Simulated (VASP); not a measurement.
NiO: single point with PBE

Crystal: NiO.

```xyz
2
Lattice="0.0000 2.0704 2.0704 2.0704 0.0000 2.0704 2.0704 2.0704 0.0000" Properties=species:S:1:pos:R:3 pbc="T T T"
Ni    0.0000    0.0000    0.0000
O     2.0704    2.0704    2.0704
```

| Item | Value |
| --- | --- |
| Program | VASP 6.6.1 |
| Task | single point |
| Functional | PBE |
| Potentials or basis | VASP PAW PBE potentials, release 64 (Ni, O) |
| Cutoff | 520 eV |
| k mesh | 18 × 18 × 18 |
| Occupations | gaussian, width 0.1 eV |
| Spin | collinear spin, ferromagnetic start |
| Starting moments | [1.54, 0.3] μB |
| Dipole correction | no |
| Further INCAR settings | ALGO = Normal; EDIFF = 1e-06; NBANDS = 19 |

The pressure is 9.8 GPa, the net moment is 1.62 μB per cell and the site moments are Ni +1.34; O +0.24 μB. The valence electrons inside the program's atomic spheres are Ni 9.04; O 4.99.

Levels at points of the mesh, in eV from the Fermi level:
Spin up:
```
           k point  band 5  band 6  band 7  band 8  band 9  band 10  band 11  band 12  band 13  band 14
(0.00, 0.00, 0.00)   -3.10   -3.10   -2.69   -2.69   -2.69     1.64    17.89    19.09    19.09    19.09
(0.50, 0.00, 0.00)   -1.94   -1.94   -1.41    0.36    0.36     5.61    10.17    14.15    14.15    21.61
(0.50, 0.50, 0.00)   -3.62   -2.74   -2.14   -1.62   -1.62     6.27    10.69    12.31    16.86    16.86
```
Spin down:
```tsv
k point	band 4	band 5	band 6	band 7	band 8	band 9	band 10	band 11
(0.00, 0.00, 0.00)	-2.71	-1.93	-1.93	-1.93	-0.74	-0.74	1.96	17.84
(0.50, 0.00, 0.00)	-5.08	-1.00	-1.00	-0.61	2.17	2.17	5.77	10.65
(0.50, 0.50, 0.00)	-4.09	-2.96	-0.79	-0.79	-0.30	0.29	6.70	11.01
```

Wall time 3.1 min on 1 thread of Intel Xeon 8259CL, on a shared host, peak memory 0.23 GiB.

Caveat: a cell with one magnetic atom can't hold antiferromagnetic order, which such compounds often take; semilocal functionals often make such compounds metallic where correlation or magnetic order opens a gap, which also shifts bond lengths. With open d or f shells a metallic result of PBE can be an artefact of self-interaction; +U or a hybrid may open a gap.
